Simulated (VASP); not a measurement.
Input of a VASP 6.6.1 run:

File INCAR:

```
PREC = Accurate ; ENCUT = 520
EDIFF = 1E-6 ; ISMEAR = 0
SIGMA = 0.2 ; LREAL = F
LASPH = T ; NELM = 80
ALGO = Normal ; ISIF = 2
LWAVE = F ; LCHARG = T
GGA = PE ; LELF = T
LVHAR = T ; NBANDS = 30
```

Contents of KPOINTS:

```
regular mesh
0
Gamma
  8 6 2
```

Contents of POSCAR:

```
NaB4
1.0
    3.1285366272      0.0000000000      0.0000000000
    0.0000000000      4.1003654407      0.0000000000
    0.0000000000      0.0000000000     11.0581653220
Na B
2 8
Direct
    0.5000000000      0.5000000000      0.2500000000
    0.5000000000      0.5000000000      0.7500000000
    0.5000000000      0.0000000000      0.0836120812
    0.5000000000      0.0000000000      0.5836120812
    0.0000000000      0.0000000000      0.4048201185
    0.0000000000      0.0000000000      0.9048201185
    0.0000000000      0.0000000000      0.0951798815
    0.0000000000      0.0000000000      0.5951798815
    0.5000000000      0.0000000000      0.4163879188
    0.5000000000      0.0000000000      0.9163879188
```

Potentials or basis: VASP PAW PBE potentials, release 64 (Na_pv, B).

Run with:

```bash
$ cat potpaw_PBE.64/Na_pv/POTCAR potpaw_PBE.64/B/POTCAR > POTCAR
$ mpirun -np 1 vasp_std > vasp.out
```

What does it give for the pressure?

0.0 GPa.

What does it give for the largest force?

0.021 eV/Å.

Forces on the atoms (eV/Å):
```
Na   0.000  0.000  0.000
Na   0.000  0.000  0.000
B    0.000  0.000 -0.021
B    0.000  0.000 -0.021
B    0.000  0.000  0.018
B    0.000  0.000  0.018
B    0.000  0.000 -0.018
B    0.000  0.000 -0.018
B    0.000  0.000  0.021
B    0.000  0.000  0.021
```
